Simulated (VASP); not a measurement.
# Si2W (Fm-3m) in VASP: notebook

Runs on Si2W. Level: PBE. Tasks: single point, relaxation of cell and atoms.

Everything below comes from runs of VASP 6.6.1. Logs are shortened: lines on timing, memory, paths and dates and some standing lists are left out, and cuts for length are marked.

## (1) The cell of the first run

The structure is cubic, space group Fm-3m (No. 225). Conventional cell: a = 5.894 Å, b = 5.894 Å, c = 5.894 Å, α = 90.00°, β = 90.00°, γ = 90.00°. Within 3.4 Å of Si (site symmetry -43m) lie 4 W at 2.55 Å and 6 Si at 2.95 Å. W (site symmetry m-3m) has 8 Si at 2.55 Å within 3.4 Å.

## (2) Single point, PBE

The input, INCAR:

```
SYSTEM = Si2W
ALGO     = Normal         ! electronic algorithm
EDIFF    = 1E-6           ! SCF threshold, eV
ENCUT    = 520            ! plane-wave cutoff, eV
GGA      = PE             ! functional
ISIF     = 2              ! what is computed and relaxed
ISMEAR   = 0              ! smearing method
LASPH    = .True.         ! aspherical terms in the spheres
LCHARG   = .False.        ! write CHGCAR
LREAL    = .False.        ! projectors in reciprocal space
LWAVE    = .False.        ! write WAVECAR
NBANDS   = 18             ! bands
NELM     = 100            ! most SCF steps
PREC     = Accurate       ! precision mode
SIGMA    = 0.1            ! smearing width, eV
```

The input, KPOINTS:

```
k-points
0
Gamma
  6 6 6
  0 0 0
```

The input, POSCAR:

```
Si2W
1.0
    0.0000000000      2.9470898269      2.9470898269
    2.9470898269      0.0000000000      2.9470898269
    2.9470898269      2.9470898269      0.0000000000
Si W
2 1
Direct
    0.2500000000      0.2500000000      0.2500000000
    0.7500000000      0.7500000000      0.7500000000
    0.0000000000      0.0000000000      0.0000000000
```

Potentials or basis: VASP PAW PBE potentials, release 64 (Si, W_sv).

Command:

```sh
> cat potpaw_PBE.64/Si/POTCAR potpaw_PBE.64/W_sv/POTCAR > POTCAR
> mpirun -np 1 vasp_std > vasp.out
```

OUTCAR:

```text
SYSTEM = Si2W
   EDIFF = 1E-6
   ENCUT = 520
   GGA = PE
   ISIF = 2
   ISMEAR = 0
   LASPH = .True.
   LREAL = .False.
   NELM = 100
   PREC = Accurate

 ion  position               nearest neighbor table
   1  0.250  0.250  0.250-   3 2.55   3 2.55   3 2.55   3 2.55   2 2.95   2 2.95   2 2.95   2 2.95
                             2 2.95   2 2.95
   2  0.750  0.750  0.750-   3 2.55   3 2.55   3 2.55   3 2.55   1 2.95   1 2.95   1 2.95   1 2.95
                             1 2.95   1 2.95
   3  0.000  0.000  0.000-   2 2.55   2 2.55   2 2.55   1 2.55   2 2.55   1 2.55   1 2.55   1 2.55

  LATTYP: Found a face centered cubic cell.
 ALAT       =     5.8941796538

  Lattice vectors:

 A1 = (   0.0000000000,   2.9470898269,   2.9470898269)
 A2 = (   2.9470898269,   0.0000000000,   2.9470898269)
 A3 = (   2.9470898269,   2.9470898269,   0.0000000000)

Analysis of symmetry for initial positions (statically):
=====================================================================
 Subroutine PRICEL returns:
 Original cell was already a primitive cell.

 Routine SETGRP: Setting up the symmetry group for a
 face centered cubic supercell.

 Subroutine GETGRP returns: Found 48 space group operations
 (whereof 48 operations were pure point group operations)
 out of a pool of 48 trial point group operations.

The static configuration has the point symmetry O_h .

Analysis of symmetry for dynamics (positions and initial velocities):
=====================================================================
 Subroutine PRICEL returns:
 Original cell was already a primitive cell.

 Routine SETGRP: Setting up the symmetry group for a
 face centered cubic supercell.

 Subroutine GETGRP returns: Found 48 space group operations
 (whereof 48 operations were pure point group operations)
 out of a pool of 48 trial point group operations.

The dynamic configuration has the point symmetry O_h .

 Subroutine INISYM returns: Found 48 space group operations
 (whereof 48 operations are pure point group operations),
 and found     1 'primitive' translations

----------------------------------------------------------------------------------------

                                     Primitive cell

  volume of cell :      51.1929

  direct lattice vectors                    reciprocal lattice vectors
     0.000000000  2.947089827  2.947089827    -0.169658894  0.169658894  0.169658894
     2.947089827  0.000000000  2.947089827     0.169658894 -0.169658894  0.169658894
[... 77 lines left out ...]
   NELM   =    100;   NELMIN=  2; NELMDL= -5     # of ELM steps
   EDIFF  = 0.1E-05   stopping-criterion for ELM
   LREAL  =      F    real-space projection
   EDIFFG = 0.1E-04   stopping-criterion for IOM
   NSW    =      0    number of steps for IOM
   IBRION =     -1    ionic relax: 0-MD 1-quasi-New 2-CG
   NFREE  =      0    steps in history (QN), initial steepest desc. (CG)
   ISIF   =      2    stress and relaxation
   ISYM   =      2    0-nonsym 1-usesym 2-fastsym
   POTIM  = 0.5000    time-step for ionic-motion
   TEBEG  =    0.0;   TEEND  =   0.0 temperature during run
   PSTRESS=    0.0 pullay stress
   NELECT =      22.0000    total number of electrons
   NUPDOWN=      -1.0000    fix difference up-down
   EMIN   =  10.00;   EMAX   =-10.00  energy-range for DOS
   EFERMI =   0.00;   METHOD = LEGACY
   ISMEAR =     0;   SIGMA  =   0.10  broadening in eV -4-tet -1-fermi 0-gaus
   EFERMI_NEDOS =   21; number of points for ismear=-14 and -15
   IALGO  =     38    algorithm
   IMIX   =      4    mixing-type and parameters
     AMIX     =   0.40;   BMIX     =  1.00
     AMIX_MAG =   1.60;   BMIX_MAG =  1.00
  volume/ion in A,a.u.               =      17.06       115.16
  Fermi-wavevector in a.u.,A,eV,Ry     =   1.235414  2.334593 20.765845  1.526247
  Thomas-Fermi vector in A             =   2.370064
   LORBIT       =      0    0 simple, 1 ext, 2 COOP (PROOUT), +10 PAW based schemes
   GGA     = PE    functional components
   LHFCALC =     F    Hartree Fock is set to
   AEXX    =    0.0000 exact exchange contribution
   IVDW    =     0    specifies the selected vdW correction
   LEPSILON=     F    determine dielectric tensor
   LRPA    =     F    only Hartree local field effects (RPA)
 non-spin polarized calculation
 Gauss-broadening in eV      SIGMA  =   0.10
  energy-cutoff  :      520.00
  volume of cell :       51.19
 maximum number of plane-waves:      1411
   NGX = 15   NGY = 15   NGZ = 15

 number of electron      22.0000003 magnetization

 Free energy of the ion-electron system (eV)
  ---------------------------------------------------
  ext. energy  EPLUGINS =         0.00000000
  ---------------------------------------------------
  free energy    TOTEN  =       -22.22881140 eV

  energy without entropy =      -22.21752928  energy(sigma->0) =      -22.22317034

 E-fermi :   8.4456     XC(G=0): -11.1738

 val. band max:        8.3812910194   @ k =  -0.1667   0.1667   0.0000
 cond. band min:       8.4541440293   @ k =   0.3333   0.3333   0.0000
 fundamental gap:      0.0728530099
 Fermi energy:         8.4455572337

 k-point     1 :       0.0000    0.0000    0.0000
  band No.  band energies     occupation
      1     -64.9861      2.00000
      2     -29.3011      2.00000
      3     -29.3011      2.00000
      4     -29.3011      2.00000
      5      -3.4812      2.00000
      6       3.9827      2.00000
[... 313 lines left out ...]
      5       0.3237      2.00000
      6       0.7451      2.00000
[... 10 lines left out ...]
     17      14.8048      0.00000
     18      16.6055      0.00000

------------------------ aborting loop because EDIFF is reached ----------------------------------------

  FORCE on cell =-STRESS in cart. coord.  units (eV):
  Direction    XX          YY          ZZ          XY          YZ          ZX
  --------------------------------------------------------------------------------------
  -------------------------------------------------------------------------------------
  Total        0.0882887      0.0882887      0.0882887      0.0000000      0.0000000      0.0000000
  in kB        2.7631576      2.7631576      2.7631576      0.0000000      0.0000000      0.0000000
  external PRESSURE =       2.7631576 kB  Pullay stress =       0.0000000 kB

 VOLUME and BASIS-vectors are now :
 -----------------------------------------------------------------------------
  energy-cutoff  :      520.00
  volume of cell :       51.19
      direct lattice vectors                 reciprocal lattice vectors
     0.000000000  2.947089827  2.947089827    -0.169658894  0.169658894  0.169658894
     2.947089827  0.000000000  2.947089827     0.169658894 -0.169658894  0.169658894
     2.947089827  2.947089827  0.000000000     0.169658894  0.169658894 -0.169658894

 POSITION                                       TOTAL-FORCE (eV/Angst)
 -----------------------------------------------------------------------------------
      1.47354      1.47354      1.47354         0.000000      0.000000      0.000000
      4.42063      4.42063      4.42063        -0.000000     -0.000000     -0.000000
      0.00000      0.00000      0.00000         0.000000      0.000000      0.000000
 -----------------------------------------------------------------------------------
    total drift:                                0.000000     -0.000000      0.000000

  FREE ENERGIE OF THE ION-ELECTRON SYSTEM (eV)
  ---------------------------------------------------
  free  energy   TOTEN  =       -22.2288114040 eV

  energy  without entropy=      -22.2175292776  energy(sigma->0) =      -22.22317034
```

OSZICAR:

```text
N       E                     dE             d eps       ncg     rms          rms(c)
DAV:   1     0.135624042588E+03    0.13562E+03   -0.10986E+04   576   0.121E+03
DAV:   2    -0.182182450505E+02   -0.15384E+03   -0.15031E+03   700   0.311E+02
DAV:   3    -0.227050832986E+02   -0.44868E+01   -0.43518E+01   728   0.487E+01
DAV:   4    -0.227548506877E+02   -0.49767E-01   -0.49673E-01   722   0.550E+00
DAV:   5    -0.227556119516E+02   -0.76126E-03   -0.76123E-03   738   0.699E-01    0.205E+01
DAV:   6    -0.223071743389E+02    0.44844E+00   -0.27801E+00   654   0.104E+01    0.739E+00
DAV:   7    -0.222487963284E+02    0.58378E-01   -0.26174E-01   670   0.283E+00    0.473E+00
DAV:   8    -0.222283566852E+02    0.20440E-01   -0.40667E-02   638   0.163E+00    0.207E-01
DAV:   9    -0.222286077415E+02   -0.25106E-03   -0.10825E-03   720   0.247E-01    0.167E-01
DAV:  10    -0.222288073437E+02   -0.19960E-03   -0.35134E-04   604   0.129E-01    0.398E-02
DAV:  11    -0.222288083956E+02   -0.10520E-05   -0.24587E-05   724   0.416E-02    0.903E-03
DAV:  12    -0.222288113169E+02   -0.29212E-05   -0.71820E-06   606   0.149E-02    0.231E-03
DAV:  13    -0.222288114040E+02   -0.87153E-07   -0.22564E-07   432   0.371E-03
   1 F= -.22228811E+02 E0= -.22223170E+02  d E =-.112821E-01
```

Wall time 13 s (1 thread of AMD EPYC 7R13 (Zen 3), shared host); peak memory 0.14 GiB.

Results:

- Free energy: -22.2288 eV
- Pressure: 0.3 GPa
- Band gap on the k mesh: zero (band 11 reaches 8.51 eV, above the bottom of band 12 at 7.37 eV)

Caveat: spin-orbit coupling is left out, which moves the levels of the heavy elements.

## (3) Relaxation of cell and atoms, PBE

This run uses another cell than the first one, of 14.71 Å³/atom, 0.862 times its volume.

The input, INCAR:

```
SYSTEM = Si2W
PREC     = Accurate       ! precision mode
ENCUT    = 600            ! plane-wave cutoff, eV
EDIFF    = 1E-7           ! SCF threshold, eV
ISMEAR   = 0              ! smearing method
SIGMA    = 0.1            ! smearing width, eV
LREAL    = .False.        ! projectors in reciprocal space
LASPH    = .True.         ! aspherical terms in the spheres
NELM     = 60             ! most SCF steps
ALGO     = Normal         ! electronic algorithm
ISIF     = 3              ! what is computed and relaxed
LWAVE    = .False.        ! write WAVECAR
LCHARG   = .False.        ! write CHGCAR
GGA      = PE             ! functional
IBRION   = 2              ! ionic algorithm
NSW      = 90             ! ionic steps
EDIFFG   = -0.04          ! ionic threshold
```

The input, KPOINTS:

```
Automatic mesh
0
Gamma
  6 6 6
  0 0 0
```

The input, POSCAR:

```
Si2W
1.0
    0.0000000000      2.8045965900      2.8045965900
    2.8045965900      0.0000000000      2.8045965900
    2.8045965900      2.8045965900      0.0000000000
Si W
2 1
Direct
    0.2500000000      0.2500000000      0.2500000000
    0.7500000000      0.7500000000      0.7500000000
    0.0000000000      0.0000000000      0.0000000000
```

Potentials or basis: VASP PAW PBE potentials, release 64 (Si, W_sv).

Command:

```sh
> cat potpaw_PBE.64/Si/POTCAR potpaw_PBE.64/W_sv/POTCAR > POTCAR
> mpirun -np 1 vasp_std > vasp.out
```

Run time: 43 s. Hardware: 1 thread of AMD EPYC 7R13 (Zen 3), shared host; peak memory 0.16 GiB.

It converged, with:

- Free energy: -22.2280 eV
- Relaxed volume: 17.11 Å³/atom
- Relaxed cell: a = 4.171 Å, b = 4.171 Å, c = 4.171 Å, α = 60.00°, β = 60.00°, γ = 60.00°
- Space group after relaxing (to 0.05 Å): Fm-3m (No. 225)
- Energy gained by relaxing: 186.3 meV/atom
- Ionic steps: 4
- Pressure after relaxing: -0.1 GPa
- Band gap on the k mesh: zero (band 11 reaches 8.48 eV, above the bottom of band 12 at 7.34 eV)

Step by step:
```tsv
step	energy change (eV)	largest force (eV/Å)	pressure (GPa)	volume (Å³)
1	0.0000	0.0000	28.01	44.12
2	0.2358	0.0000	-18.37	62.66
3	-0.5582	0.0000	-0.70	51.55
4	-0.5588	0.0000	-0.09	51.33
```

Final structure:
```
CELL_PARAMETERS angstrom
0.00000 2.94965 2.94965
2.94965 0.00000 2.94965
2.94965 2.94965 0.00000
ATOMIC_POSITIONS crystal
Si 0.25000 0.25000 0.25000
Si 0.75000 0.75000 0.75000
W 0.00000 0.00000 0.00000
```

Levels at points of the mesh, in eV from the Fermi level:
```tsv
k point	band 9	band 10	band 11	band 12	band 13	band 14
(0.00, 0.00, 0.00)	-2.41	-0.94	-0.94	3.71	3.71	3.71
(0.50, 0.00, 0.00)	-2.00	-0.34	-0.34	-0.24	-0.24	0.91
(0.50, 0.50, 0.00)	-2.96	-1.28	-1.08	-1.08	0.45	5.11
```

Caveat: the volume moved by over 15 % at a fixed basis, so the end points are rough; spin-orbit coupling is left out, which moves the levels of the heavy elements.

## (4) Single point, PBE

This run uses another cell than the first one, of 14.71 Å³/atom, 0.862 times its volume.

The input, INCAR:

```
ALGO = Normal
EDIFF = 1E-6
ENCUT = 500
GGA = PE
GGA_COMPAT = False
ISIF = 2
ISMEAR = 0
LASPH = True
LCHARG = True
LELF = True
LREAL = False
LVHAR = True
LWAVE = False
NBANDS = 18
NELM = 120
PREC = Accurate
SIGMA = 0.1
```

The input, KPOINTS:

```
k-points
0
Gamma
  6 6 6
```

POSCAR is that of step 3.

Potentials or basis: VASP PAW PBE potentials, release 64 (Si, W_sv).

Command:

```sh
> cat potpaw_PBE.64/Si/POTCAR potpaw_PBE.64/W_sv/POTCAR > POTCAR
> mpirun -np 1 vasp_std > vasp.out
```

OUTCAR:

```text
EDIFF = 1E-6
   ENCUT = 500
   GGA = PE
   ISIF = 2
   ISMEAR = 0
   LASPH = True
   LREAL = False
   NELM = 120
   PREC = Accurate

 ion  position               nearest neighbor table
   1  0.250  0.250  0.250-   3 2.43   3 2.43   3 2.43   3 2.43   2 2.80   2 2.80   2 2.80   2 2.80
                             2 2.80   2 2.80
   2  0.750  0.750  0.750-   3 2.43   3 2.43   3 2.43   3 2.43   1 2.80   1 2.80   1 2.80   1 2.80
                             1 2.80   1 2.80
   3  0.000  0.000  0.000-   1 2.43   2 2.43   2 2.43   2 2.43   2 2.43   1 2.43   1 2.43   1 2.43

  LATTYP: Found a face centered cubic cell.
 ALAT       =     5.6091931800

  Lattice vectors:

 A1 = (   0.0000000000,   2.8045965900,   2.8045965900)
 A2 = (   2.8045965900,   0.0000000000,   2.8045965900)
 A3 = (   2.8045965900,   2.8045965900,   0.0000000000)

Analysis of symmetry for initial positions (statically):
=====================================================================
 Subroutine PRICEL returns:
 Original cell was already a primitive cell.

[... 159 lines left out ...]
  free energy    TOTEN  =       -21.66882730 eV

  energy without entropy =      -21.66112018  energy(sigma->0) =      -21.66497374

 E-fermi :  10.3486     XC(G=0): -11.8588

 val. band max:       10.3091502463   @ k =   0.5000   0.3333   0.1667
 cond. band min:      10.4200746736   @ k =  -0.1667   0.1667   0.0000
 fundamental gap:      0.1109244273
 Fermi energy:        10.3486316266

 k-point     1 :       0.0000    0.0000    0.0000
  band No.  band energies     occupation
      1     -62.7081      2.00000
      2     -27.1688      2.00000
      3     -27.1688      2.00000
      4     -27.1688      2.00000
      5      -2.6756      2.00000
      6       5.1354      2.00000
[... 313 lines left out ...]
      5       1.7927      2.00000
      6       2.1041      2.00000
[... 10 lines left out ...]
     17      17.4396      0.00000
     18      19.1578      0.00000

------------------------ aborting loop because EDIFF is reached ----------------------------------------

  FORCE on cell =-STRESS in cart. coord.  units (eV):
  Direction    XX          YY          ZZ          XY          YZ          ZX
  --------------------------------------------------------------------------------------
  -------------------------------------------------------------------------------------
  Total        7.7003274      7.7003274      7.7003274     -0.0000000     -0.0000000      0.0000000
  in kB      279.6266567    279.6266567    279.6266567     -0.0000000     -0.0000000      0.0000000
  external PRESSURE =     279.6266567 kB  Pullay stress =       0.0000000 kB

 VOLUME and BASIS-vectors are now :
 -----------------------------------------------------------------------------
  energy-cutoff  :      500.00
  volume of cell :       44.12
      direct lattice vectors                 reciprocal lattice vectors
     0.000000000  2.804596590  2.804596590    -0.178278759  0.178278759  0.178278759
     2.804596590  0.000000000  2.804596590     0.178278759 -0.178278759  0.178278759
     2.804596590  2.804596590  0.000000000     0.178278759  0.178278759 -0.178278759

 POSITION                                       TOTAL-FORCE (eV/Angst)
 -----------------------------------------------------------------------------------
      1.40230      1.40230      1.40230        -0.000000     -0.000000     -0.000000
      4.20689      4.20689      4.20689         0.000000      0.000000      0.000000
      0.00000      0.00000      0.00000         0.000000     -0.000000      0.000000
 -----------------------------------------------------------------------------------
    total drift:                                0.000000     -0.000000     -0.000000

  FREE ENERGIE OF THE ION-ELECTRON SYSTEM (eV)
  ---------------------------------------------------
  free  energy   TOTEN  =       -21.6688273000 eV

  energy  without entropy=      -21.6611201817  energy(sigma->0) =      -21.66497374
```

Wall time 8.1 s (1 thread of Intel Xeon Platinum 8488C (Sapphire Rapids), shared host); peak memory 0.17 GiB.

What came out:

```
Free energy            : -21.6688 eV
Pressure               : 28.0 GPa
Band gap on the k mesh : zero (band 11 reaches 10.63 eV, above the bottom of band 12 at 9.08 eV)
```

Levels at points of the mesh, in eV from the Fermi level:
```tsv
k point	band 9	band 10	band 11	band 12	band 13	band 14
(0.00, 0.00, 0.00)	-1.64	-1.37	-1.37	3.86	3.86	3.86
(0.50, 0.00, 0.00)	-2.06	-0.43	-0.43	-0.34	-0.34	1.05
(0.50, 0.50, 0.00)	-3.29	-1.54	-1.27	-1.27	0.45	6.65
```

Caveat: spin-orbit coupling is left out, which moves the levels of the heavy elements.

## (5) Summary

```tsv
task	cell	cutoff (eV)	gap on the mesh (eV)	pressure (GPa)
single point	a = 4.168 Å, angles 60.0°, 3 atoms	520	none	0.3
relaxation of cell and atoms	relaxed from a = 3.966 Å, angles 60.0°, 3 atoms	600	none	-0.1
single point	a = 3.966 Å, angles 60.0°, 3 atoms	500	none	28.0
```

Alike in all rows: level PBE; potentials or basis VASP PAW PBE potentials, release 64 (Si, W_sv); no spin polarisation; k mesh 6 × 6 × 6; smearing gaussian 0.1 eV.

Caveats: spin-orbit coupling is left out, which moves the levels of the heavy elements; the volume moved by over 15 % at a fixed basis, so the end points are rough (some runs).

Total energies depend on the potentials used, so only differences within one code and one set of settings carry meaning.
